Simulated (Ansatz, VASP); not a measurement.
One calculation of C, two programs

```
C
1.0
     2.26300    0.00000    0.00000
    -1.13150    1.95982    0.00000
     0.00000    0.00000   28.00000
C
2
Direct
  0.33333 0.66667 0.51020
  0.66667 0.33333 0.48980
```

Alike in both runs: task single point; functional LDA; k mesh 21 × 21 × 1; occupations gaussian, width 0.1 eV; no spin polarisation.

```csv
,VASP,Ansatz
version,VASP 6.6.1,Ansatz 0.2.0
potentials or method,"VASP PAW LDA potentials, release 64 (C), cutoff 520 eV","scalar-relativistic, plane waves, PAW"
valence electrons in the cell,8,8
```

```csv
,VASP,Ansatz,Ansatz less VASP
gap on the k mesh at the Fermi level (eV),none,none,-
rms of the force components (eV/Å),5.719,5.763,+0.0443
"work function, face that differs most (eV)",3.93,3.92,-0.006
```

LDA's correlation is that of Perdew and Zunger in VASP and of Perdew and Wang (1992) in Ansatz. Atom by atom the forces differ by 0.044 eV/Å (rms over components). A gap of «none» marks a metal or a gap that the smearing closes.
